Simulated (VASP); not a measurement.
H6C2O: single point with PBE+D3(BJ)

System: H6C2O.

```
C O H
1.0
     7.04192    0.00000    0.00000
     0.00000    7.04192    0.00000
     0.00000    0.00000    7.04192
C O H
8 4 24
Direct
  0.65938 0.96143 0.99436
  0.60228 0.12181 0.12809
  0.70268 0.51531 0.51051
  0.52160 0.62068 0.45640
  0.23410 0.13302 0.58200
  0.05207 0.08001 0.50566
  0.01458 0.57741 0.96569
  0.10341 0.76103 0.91245
  0.40158 0.15493 0.12542
  0.42344 0.52947 0.29468
  0.01424 0.89156 0.47101
  0.13190 0.85002 0.09067
  0.38312 0.27181 0.18517
  0.64972 0.10313 0.27120
  0.66946 0.24479 0.07329
  0.80570 0.95586 0.96660
  0.61414 0.82591 0.04417
  0.59836 0.98462 0.85062
  0.33542 0.61375 0.22774
  0.43069 0.63173 0.58021
  0.56154 0.77060 0.42074
  0.79930 0.60211 0.58946
  0.68578 0.38227 0.60235
  0.77986 0.45787 0.38671
  0.05088 0.85470 0.34990
  0.92158 0.11998 0.59264
  0.01531 0.16230 0.37505
  0.24867 0.29259 0.56103
  0.23360 0.10229 0.73927
  0.37247 0.07904 0.50878
  0.23712 0.94544 0.09645
  0.24057 0.74255 0.82894
  0.01022 0.84713 0.82333
  0.99920 0.46903 0.84724
  0.10737 0.50880 0.07629
  0.87263 0.57851 0.03422
```

| Item | Value |
| --- | --- |
| Program | VASP 6.6.1 |
| Task | single point |
| Functional | PBE |
| Dispersion | D3(BJ) |
| Potentials or basis | VASP PAW PBE potentials, release 64 (C, O, H) |
| Cutoff | 520 eV |
| k mesh | 1 × 1 × 1 |
| Occupations | fermi-dirac, width 0.02 eV |
| Spin | no spin polarisation |
| Dipole correction | no |
| Further INCAR settings | LREAL = Auto; ALGO = Normal; EDIFF = 1e-07; NBANDS = 64 |

```
Pressure                   : 0.7 GPa
Largest force              : 4.241 eV/Å
Band gap on the k mesh     : 5.08 eV
Dispersion energy per atom : -0.040 eV
```

Forces on the atoms (eV/Å):
```
C   -1.687  0.857 -0.487
C   -0.237 -0.633 -1.160
C   -0.332 -2.201 -0.026
C    0.446  0.458 -0.829
C    2.987  1.558  1.407
C   -3.691  1.286 -1.647
C   -0.197 -2.875 -0.063
C    0.591  0.070 -0.590
O    0.113 -2.605 -1.237
O    0.529 -0.115  0.578
O   -0.710 -1.770  2.433
O    1.134  0.994  1.119
H   -0.463  2.280  1.242
H    0.420 -0.430  0.989
H    0.699  1.431 -0.339
H    1.632  0.133  0.268
H   -0.376 -1.078  0.355
H   -0.235  0.024  0.377
H    0.141  0.384  0.507
H   -0.659 -0.137  0.290
H   -0.172 -0.555 -0.199
H    0.446  0.815  0.276
H   -0.479  1.007 -0.602
H   -0.091  0.432 -0.110
H    0.873 -0.683 -2.733
H    1.237  0.312  0.288
H    0.484 -0.027 -0.082
H   -0.092 -0.886  0.475
H    0.608  0.187 -0.883
H   -1.736  0.060  0.721
H   -0.516 -0.065 -0.424
H   -0.786 -0.017  0.631
H   -0.097  0.142 -0.248
H    0.296  0.861  0.545
H   -0.352  0.113 -0.600
H    0.271  0.672 -0.241
```

Stress tensor (GPa, compression positive):
```
-0.21  0.85  0.36
 0.85  2.45  1.06
 0.36  1.06 -0.05
```

Levels at points of the mesh, in eV from the valence-band top:
| k point | band 36 | band 37 | band 38 | band 39 | band 40 | band 41 | band 42 | band 43 | band 44 | band 45 |
| --- | --- | --- | --- | --- | --- | --- | --- | --- | --- | --- |
| (0.00, 0.00, 0.00) | -0.77 | -0.54 | -0.44 | -0.37 | 0.00 | 5.08 | 6.37 | 6.60 | 6.78 | 7.09 |

Wall time 30 s on 1 thread of Intel(R) Xeon(R) 6975P-C (Granite Rapids), on a shared host, peak memory 0.35 GiB.

Caveat: the k points lie up to 0.89 Å⁻¹ apart, too coarse for converged energies, forces and pressures; the atoms stand as in a frame of molecular dynamics.
